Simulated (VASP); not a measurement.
A run of VASP 6.6.1 is set up as follows.

POSCAR

```
Cu
1.0
    2.9243360375      0.0000000000      0.0000000000
    0.0000000000      2.9243360375      0.0000000000
    0.0000000000      0.0000000000      2.7660143290
Cu
2
Direct
    0.0000000000      0.0000000000      0.0000000000
    0.5000000000      0.5000000000      0.5000000000
```

INCAR.step1

```
SYSTEM = Cu
  ALGO = Normal
  EDIFF = 1E-4
  ENCUT = 520
  GGA = PE
  ISMEAR = 0
  LASPH = .TRUE.
  LCHARG = .FALSE.
  LREAL = .FALSE.
  LWAVE = .TRUE.
  NBANDS = 18
  NELM = 100
  PREC = Accurate
  SIGMA = 0.1
```

Contents of INCAR.step2:

```
SYSTEM = Cu
  ALGO = Normal
  EDIFF = 1E-7
  ENCUT = 520
  ISIF = 2
  ISMEAR = 0
  ISTART = 1
  LASPH = .TRUE.
  LCHARG = .FALSE.
  LMIXTAU = .TRUE.
  LREAL = .FALSE.
  LWAVE = .FALSE.
  METAGGA = R2SCAN
  NBANDS = 18
  NELM = 100
  PREC = Accurate
  SIGMA = 0.1
```

Contents of KPOINTS:

```
k-points
0
G
  18 18 18
  0 0 0
```

Potentials or basis: VASP PAW PBE potentials, release 64 (Cu).

Launch:

```bash
$ cat potpaw_PBE.64/Cu/POTCAR > POTCAR
$ cp INCAR.step1 INCAR
$ mpirun -np 1 vasp_std > vasp.out
$ cp INCAR.step2 INCAR
$ mpirun -np 1 vasp_std > vasp.out
```

(1) What does it give for the pressure?

(2) Estimate the band gap on the k mesh.

Results:

(1) -3.6 GPa.

(2) zero (bands 11 and 12 overlap by 7.98 eV).

Caveat: the cell differs from its parent crystal (equal strain along all axes, cell held: +1.0 %); the cell stands under tension; the PAW data sets were made with another functional, which shifts forces and pressure a little.
